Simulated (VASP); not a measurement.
Here is a VASP 6.6.1 calculation.

INCAR

```
SYSTEM = TaGe3Ru
ALGO = Normal ; EDIFF = 1E-6
ENCUT = 500 ; GGA = PE
GGA_COMPAT = .FALSE. ; ISIF = 2
ISMEAR = 0 ; ISPIN = 2
LASPH = .TRUE. ; LCHARG = .FALSE.
LMAXMIX = 4 ; LORBIT = 11
LREAL = .FALSE. ; LWAVE = .FALSE.
MAGMOM = 0.16 0 0 0 2.78 ; NBANDS = 46
NELM = 200 ; PREC = Accurate
SIGMA = 0.1
```

KPOINTS

```
k-points
0
G
  8 8 8
  0 0 0
```

File POSCAR:

```
TaGe3Ru
1.0
    4.9520367453      0.0000000000      0.0000000000
    0.0000000000      4.9520367453      0.0000000000
    0.0000000000      0.0000000000      4.9520367453
Ta Ge Ru
1 3 1
Direct
    0.0000000000      0.0000000000      0.0000000000
    0.5000000000      0.0000000000      0.0000000000
    0.0000000000      0.5000000000      0.0000000000
    0.0000000000      0.0000000000      0.5000000000
    0.5000000000      0.5000000000      0.5000000000
```

Potentials or basis: VASP PAW PBE potentials, release 64 (Ta_pv, Ge_d, Ru_pv).

Run with:

```bash
$ cat potpaw_PBE.64/Ta_pv/POTCAR potpaw_PBE.64/Ge_d/POTCAR potpaw_PBE.64/Ru_pv/POTCAR > POTCAR
$ mpirun -np 1 vasp_std > vasp.out
```

Question: Predict the band gap on the k mesh.

Answer: Zero (filled and empty bands overlap).

Question: What does it give for the net moment?

Answer: 2.99 μB per cell.

Question: Estimate the site moments.

Answer: Ta +0.20; Ge +0.04; Ru +2.35 μB.

Question: Predict the pressure.

Answer: 0.0 GPa.

Caveat: spin-orbit coupling is left out, which moves the levels of the heavy elements.
